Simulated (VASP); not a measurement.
# CdS (P3m1) in VASP: a series of runs, part 2 of 3

VASP 6.6.1. Earlier steps stand in the parts before.

**4. Vibrations by perturbation theory, LDA**

Input file INCAR:

```
SYSTEM = CdS
ALGO = Normal
EDIFF = 1E-8
ENCUT = 630
GGA_COMPAT = .FALSE.
IBRION = 8
ISIF = 2
ISMEAR = 0
LASPH = .TRUE.
LCHARG = .TRUE.
LEPSILON = .TRUE.
LREAL = .FALSE.
LWAVE = .FALSE.
NELM = 120
NSW = 1
PREC = Accurate
SIGMA = 0.01
```

Input file KPOINTS:

```
k-points
0
G
  5 5 4
  0 0 0
```

Input file POSCAR:

```
CdS
1.0
    4.2611695877      0.0000000000      0.0000000000
   -2.1305847939      3.6902811128      0.0000000000
    0.0000000000      0.0000000000      5.8041729400
Cd S
1 1
Direct
    0.0000000000      0.0000000000      0.4426919200
    0.6666666667      0.3333333333      0.4343080800
```

Potentials or basis: VASP PAW LDA potentials, release 64 (Cd_sv_GW, S).

Launch:

```
$ cat potpaw_LDA.64/Cd_sv_GW/POTCAR potpaw_LDA.64/S/POTCAR > POTCAR
$ mpirun -np 1 vasp_std > vasp.out
```

OUTCAR:

```text
SYSTEM = CdS
   EDIFF = 1E-8
   ENCUT = 630
   IBRION = 8
   ISIF = 2
   ISMEAR = 0
   LASPH = .TRUE.
   LEPSILON = .TRUE.
   LREAL = .FALSE.
   NELM = 120
   NSW = 1
   PREC = Accurate

 ion  position               nearest neighbor table
   1  0.000  0.000  0.443-   2 2.46   2 2.46   2 2.46
   2  0.667  0.333  0.434-   1 2.46   1 2.46   1 2.46

  LATTYP: Found a hexagonal cell.
 ALAT       =     4.2611695877
 C/A-ratio  =     1.3621079426

  Lattice vectors:

 A1 = (   4.2611695877,   0.0000000000,   0.0000000000)
 A2 = (  -2.1305847939,   3.6902811128,   0.0000000000)
 A3 = (   0.0000000000,   0.0000000000,   5.8041729400)

Analysis of symmetry for initial positions (statically):
=====================================================================
 Subroutine PRICEL returns:
 Original cell was already a primitive cell.

 Routine SETGRP: Setting up the symmetry group for a
 hexagonal supercell.

 Subroutine GETGRP returns: Found  6 space group operations
 (whereof  6 operations were pure point group operations)
 out of a pool of 24 trial point group operations.

The static configuration has the point symmetry C_3v.

Analysis of symmetry for dynamics (positions and initial velocities):
=====================================================================
 Subroutine PRICEL returns:
 Original cell was already a primitive cell.

 Routine SETGRP: Setting up the symmetry group for a
 hexagonal supercell.

 Subroutine GETGRP returns: Found  6 space group operations
[... 598 lines left out ...]
 PIEZOELECTRIC TENSOR (including local field effects)  for field in x, y, z        (C/m^2)
          XX          YY          ZZ          XY          YZ          ZX
  --------------------------------------------------------------------------------
  x     0.00000    -0.00000    -0.00000    -0.44653    -0.00000     0.02280
  y    -0.44653     0.44653    -0.00000    -0.00000     0.02280    -0.00000
  z     0.00082     0.00082    -0.00175    -0.00000     0.00000     0.00000

 BORN EFFECTIVE CHARGES (including local field effects) (in |e|, cummulative output)
 ---------------------------------------------------------------------------------
 ion    1
    1     3.21721    -0.00000    -0.00000
    2    -0.00000     3.21721     0.00000
    3     0.00000     0.00000     0.41635
 ion    2
    1    -3.21721     0.00000     0.00000
    2     0.00000    -3.21721     0.00000
    3     0.00000     0.00000    -0.41635

 INTERNAL STRAIN TENSOR FOR ION    2 for displacements in x,y,z  (eV/Angst):
          X           Y           Z          XY          YZ          ZX
  --------------------------------------------------------------------------------
  x     0.00000    -0.00000     0.00000    -6.38455    -0.00000     0.38753
  y    -6.38455     6.38455    -0.00000    -0.00000     0.29318    -0.00000
  z     0.28423     0.28423     0.08733    -0.00000     0.00000     0.00000

 SECOND DERIVATIVES (NOT SYMMETRIZED)
 ------------------------------------
               1X          1Y          1Z          2X          2Y          2Z
  1X    -6.574204    0.000000    0.000000    6.574204   -0.000000   -0.000000
  1Y     0.000000   -6.574204    0.000000   -0.000000    6.574204    0.000000
  1Z     0.000000    0.000000   -0.544436   -0.000000    0.000000    0.544436
  2X     6.669852   -0.000000    0.000000   -6.669852    0.000000   -0.000000
  2Y    -0.000000    6.669852    0.000000    0.000000   -6.669852    0.000000
  2Z     0.000000    0.000000    0.526522   -0.000000    0.000000   -0.526522

 Eigenvectors and eigenvalues of the dynamical matrix
 ----------------------------------------------------

   1 f  =    8.070326 THz    50.707355 2PiTHz  269.197106 cm-1    33.376172 meV
             X         Y         Z           dx          dy          dz
      0.000000  0.000000  2.569460     0.268912   -0.383604    0.000000
      2.130585  1.230094  2.520799    -0.507135    0.723428    0.000000
[... 21 lines left out ...]
   6 f/i=    0.024123 THz     0.151569 2PiTHz    0.804657 cm-1     0.099765 meV
             X         Y         Z           dx          dy          dz
      0.000000  0.000000  2.569460     0.188912   -0.863045    0.000000
      2.130585  1.230094  2.520799     0.100172   -0.457637    0.000000

--------------------------------------------------------------------------------------------------------

 MACROSCOPIC STATIC DIELECTRIC TENSOR IONIC CONTRIBUTION
 ------------------------------------------------------
           3.098806    -0.000000    -0.000000
          -0.000000     3.098806    -0.000000
          -0.000000    -0.000000     0.641722
 ------------------------------------------------------

 ELASTIC MODULI CONTR FROM IONIC RELAXATION (kBar)
 Direction    XX          YY          ZZ          XY          YZ          ZX
 --------------------------------------------------------------------------------
 XX        -119.8401    114.5382     -0.7602      0.0000      5.9807     -0.0000
 YY         114.5382   -119.8401     -0.7602      0.0000     -5.9807      0.0000
 ZZ          -0.7602     -0.7602     -0.2180      0.0000      0.0000     -0.0000
 XY           0.0000      0.0000      0.0000   -117.1892      0.0000      6.5974
 YZ           5.9807     -5.9807      0.0000      0.0000     -0.3052      0.0000
 ZX          -0.0000      0.0000     -0.0000      6.5974      0.0000     -0.3714
 --------------------------------------------------------------------------------

 PIEZOELECTRIC TENSOR IONIC CONTR  for field in x, y, z        (C/m^2)
          XX          YY          ZZ          XY          YZ          ZX
  --------------------------------------------------------------------------------
  x    -0.00000     0.00000    -0.00000     0.56704     0.00000    -0.03192
  y     0.56704    -0.56704     0.00000     0.00000    -0.02894     0.00000
  z    -0.03881    -0.03881    -0.01113     0.00000     0.00000     0.00000
```

OSZICAR:

```text
N       E                     dE             d eps       ncg     rms          rms(c)
DAV:   1     0.355319867134E+03    0.35532E+03   -0.17422E+04   746   0.174E+03
DAV:   2     0.382933758165E+02   -0.31703E+03   -0.30687E+03   663   0.620E+02
DAV:   3    -0.541780999318E+01   -0.43711E+02   -0.42844E+02   881   0.224E+02
[... 355 lines left out ...]
RMM:   9    -0.117378956255E+00    0.42961E-07   -0.17971E-08  1248   0.605E-04    0.560E-05
RMM:  10    -0.117378978922E+00   -0.22667E-07   -0.21697E-08  1357   0.258E-04    0.367E-05
RMM:  11    -0.117378880569E+00    0.98353E-07   -0.20436E-08  1209   0.216E-04    0.115E-05
RMM:  12    -0.117378934876E+00   -0.54306E-07   -0.20379E-08  1325   0.153E-04    0.350E-06
RMM:  13    -0.117378930829E+00    0.40467E-08   -0.20641E-08  1328   0.137E-04    0.126E-06
 Linear response finished
```

stdout:

```text
POSCAR found type information on POSCAR CdS
 POSCAR found :  2 types and       2 ions
 scaLAPACK will be used
 LDA part: xc-table for (Slater(with rela. corr.)+CA(PZ))
 , standard interpolation
 POSCAR, INCAR and KPOINTS ok, starting setup
 FFT: planning ... GRIDC
 FFT: planning ... GRID_SOFT
 FFT: planning ... GRID
[... 33 lines left out ...]
 first order change of Fermi-energy  -0.98464E-02
 force on displaced ion       1 direction 3 :  -0.000  -0.000  -0.544
 Born effective charge ion    1 direction 3 :   0.000   0.000   0.427
 Linear response progress:
 first order change of Fermi-energy   0.21152E-03
 force on displaced ion       2 direction 1 :  -6.670  -0.013   0.000
 Born effective charge ion    2 direction 1 :  -3.462   0.000   0.000
 Linear response progress:
 first order change of Fermi-energy   0.10761E-01
 force on displaced ion       2 direction 3 :  -0.000   0.000  -0.527
 Born effective charge ion    2 direction 3 :   0.000   0.000  -0.428
 Born effective charges drift removed
 Linear response finished
```

Wall time 16 min (1 thread of Intel Xeon Platinum 8488C (Sapphire Rapids), shared host); peak memory 0.48 GiB.

What came out:

```yaml
Electronic_dielectric_tensor_diagonal: 8.66, 8.66, 1.87
Born_charges_mean_of_the_diagonal: Cd +2.28; S -2.28 e
Highest_phonon_frequency_at_Γ_LO-TO_splitting_left_out: 269 cm⁻¹
```

Phonon frequencies in cm⁻¹ (negative: imaginary):
| q point | frequencies |
| --- | --- |
| (0.000, 0.000, 0.000) | -1 -1 -1 76 269 269 |

Electronic dielectric tensor:
```
8.66 0.00 0.00
0.00 8.66 0.00
0.00 0.00 1.87
```

Born effective charge tensors (e):
atom 1, Cd
```
3.22 0.00 0.00
0.00 3.22 0.00
0.00 0.00 0.42
```
atom 2, S
```
-3.22  0.00  0.00
 0.00 -3.22  0.00
 0.00  0.00 -0.42
```

Caveat: the cell stands under pressure or tension, which shifts response properties.

**5. Dielectric tensor, PBE**

Input file INCAR:

```
SYSTEM = CdS
ALGO = Normal
EDIFF = 1E-8
ENCUT = 470
GGA = PE
GGA_COMPAT = .False.
ISIF = 2
ISMEAR = 0
LASPH = .True.
LCHARG = .False.
LEPSILON = .True.
LREAL = .False.
LWAVE = .False.
NELM = 120
PREC = Accurate
SIGMA = 0.01
```

Input file KPOINTS:

```
k-points
0
Gamma
  7 7 5
  0 0 0
```

POSCAR is that of step 4.

Potentials or basis: VASP PAW PBE potentials, release 64 (Cd_sv_GW, S).

Launch:

```
$ cat potpaw_PBE.64/Cd_sv_GW/POTCAR potpaw_PBE.64/S/POTCAR > POTCAR
$ mpirun -np 1 vasp_std > vasp.out
```

OUTCAR:

```text
SYSTEM = CdS
   EDIFF = 1E-8
   ENCUT = 470
   GGA = PE
   ISIF = 2
   ISMEAR = 0
   LASPH = .True.
   LEPSILON = .True.
   LREAL = .False.
   NELM = 120
   PREC = Accurate

 ion  position               nearest neighbor table
   1  0.000  0.000  0.443-   2 2.46   2 2.46   2 2.46
   2  0.667  0.333  0.434-   1 2.46   1 2.46   1 2.46

  LATTYP: Found a hexagonal cell.
 ALAT       =     4.2611695877
 C/A-ratio  =     1.3621079426

  Lattice vectors:

 A1 = (   4.2611695877,   0.0000000000,   0.0000000000)
 A2 = (  -2.1305847939,   3.6902811128,   0.0000000000)
 A3 = (   0.0000000000,   0.0000000000,   5.8041729400)

Analysis of symmetry for initial positions (statically):
=====================================================================
 Subroutine PRICEL returns:
 Original cell was already a primitive cell.

 Routine SETGRP: Setting up the symmetry group for a
 hexagonal supercell.

 Subroutine GETGRP returns: Found  6 space group operations
 (whereof  6 operations were pure point group operations)
 out of a pool of 24 trial point group operations.

The static configuration has the point symmetry C_3v.

Analysis of symmetry for dynamics (positions and initial velocities):
=====================================================================
 Subroutine PRICEL returns:
 Original cell was already a primitive cell.

 Routine SETGRP: Setting up the symmetry group for a
 hexagonal supercell.

 Subroutine GETGRP returns: Found  6 space group operations
 (whereof  6 operations were pure point group operations)
 out of a pool of 24 trial point group operations.

[... 658 lines left out ...]
  free  energy   TOTEN  =        -5.7181960241 eV

  energy  without entropy=       -5.7181960241  energy(sigma->0) =       -5.71819602

 HEAD OF MICROSCOPIC STATIC DIELECTRIC TENSOR (INDEPENDENT PARTICLE, excluding Hartree and local field effects)
 ------------------------------------------------------
           5.901632    -0.000000     0.000000
          -0.000000     5.901632     0.000000
          -0.000000    -0.000000     2.501221
 ------------------------------------------------------

 Free energy of the ion-electron system (eV)
  ---------------------------------------------------
  ---------------------------------------------------
  free energy    TOTEN  =        -1.27584855 eV

  energy without entropy =       -1.27584855

------------------------ aborting loop because EDIFF is reached ----------------------------------------

--------------------------------------- Ionic step        2  -------------------------------------------

------------------------ aborting loop because EDIFF is reached ----------------------------------------

--------------------------------------- Ionic step        3  -------------------------------------------

 Free energy of the ion-electron system (eV)
  ---------------------------------------------------
  ---------------------------------------------------
  free energy    TOTEN  =        -0.24855267 eV

  energy without entropy =       -0.24855267

------------------------ aborting loop because EDIFF is reached ----------------------------------------

 PIEZOELECTRIC TENSOR FIELD DIRECTION 3  (e Angst)
 -----------------------------------------------------------------------------
     0.00707 -0.00000  0.00000           (  0.00030 -0.00000  0.00000)
    -0.00000  0.00707 -0.00000           ( -0.00000  0.00030 -0.00000)
     0.00000 -0.00000 -0.01021           (  0.00000 -0.00000  0.00512)

 PIEZOELECTRIC TENSOR FIELD DIRECTION 3  (C/m^2)
 -----------------------------------------------------------------------------
     0.00124 -0.00000  0.00000
    -0.00000  0.00124 -0.00000
     0.00000 -0.00000 -0.00179

 MACROSCOPIC STATIC DIELECTRIC TENSOR (including local field effects in DFT)
 ------------------------------------------------------
           5.730510    -0.000000    -0.000000
          -0.000000     5.730510     0.000000
           0.000000     0.000000     1.852651
 ------------------------------------------------------

 PIEZOELECTRIC TENSOR (including local field effects)  for field in x, y, z        (e  Angst)
          XX          YY          ZZ          XY          YZ          ZX
  --------------------------------------------------------------------------------
  x     0.00000    -0.00000     0.00000    -2.12781    -0.00000     0.11103
  y    -2.12781     2.12781    -0.00000    -0.00000     0.11105    -0.00000
  z     0.00707     0.00707    -0.01021    -0.00000     0.00000     0.00000

 PIEZOELECTRIC TENSOR (including local field effects)  for field in x, y, z        (C/m^2)
          XX          YY          ZZ          XY          YZ          ZX
  --------------------------------------------------------------------------------
  x     0.00000    -0.00000     0.00000    -0.37352    -0.00000     0.01949
  y    -0.37352     0.37352    -0.00000    -0.00000     0.01949    -0.00000
  z     0.00124     0.00124    -0.00179    -0.00000     0.00000     0.00000

 BORN EFFECTIVE CHARGES (including local field effects) (in |e|, cummulative output)
 ---------------------------------------------------------------------------------
 ion    1
    1     2.81951    -0.00000     0.00000
    2    -0.00000     2.81951     0.00000
    3     0.00000     0.00000     0.47244
 ion    2
    1    -2.81951     0.00000     0.00000
    2     0.00000    -2.81951     0.00000
    3     0.00000     0.00000    -0.47244
```

OSZICAR:

```text
N       E                     dE             d eps       ncg     rms          rms(c)
DAV:   1     0.338066117353E+03    0.33807E+03   -0.15606E+04  1368   0.143E+03
DAV:   2     0.354185169412E+02   -0.30265E+03   -0.29134E+03  1234   0.626E+02
DAV:   3    -0.478088832697E+01   -0.40199E+02   -0.39982E+02  1565   0.208E+02
DAV:   4    -0.646040010035E+01   -0.16795E+01   -0.16778E+01  1512   0.516E+01
[... 11 lines left out ...]
RMM:  16    -0.248557561253E+00   -0.47664E-06   -0.45221E-06  2586   0.917E-03    0.561E-04
RMM:  17    -0.248557573844E+00   -0.12591E-07   -0.53937E-06  2335   0.770E-03    0.593E-04
RMM:  18    -0.248554534161E+00    0.30397E-05   -0.15762E-06  2411   0.563E-03    0.521E-04
RMM:  19    -0.248553428012E+00    0.11061E-05   -0.52740E-06  2429   0.432E-03    0.468E-04
RMM:  20    -0.248552429279E+00    0.99873E-06   -0.53142E-07  2500   0.341E-03    0.458E-04
RMM:  21    -0.248552669394E+00   -0.24011E-06   -0.47997E-06  2082   0.271E-03    0.473E-04
```

Run time: 16 min. Hardware: 1 thread of Intel Xeon Platinum 8375C at 2.90GHz (Ice Lake), shared host; peak memory 0.51 GiB.

What came out:

* Band gap on the k mesh: 1.46 eV
* Electronic dielectric tensor (diagonal): 5.73, 5.73, 1.85
* Born charges (mean of the diagonal): Cd +2.04; S -2.04 e

Electronic dielectric tensor:
```
5.73 0.00 0.00
0.00 5.73 0.00
0.00 0.00 1.85
```

Born effective charge tensors (e):
atom 1, Cd
```
2.82 0.00 0.00
0.00 2.82 0.00
0.00 0.00 0.47
```
atom 2, S
```
-2.82  0.00  0.00
 0.00 -2.82  0.00
 0.00  0.00 -0.47
```

A k mesh can miss the band edges.

(Part 2 of 3 ends here.)
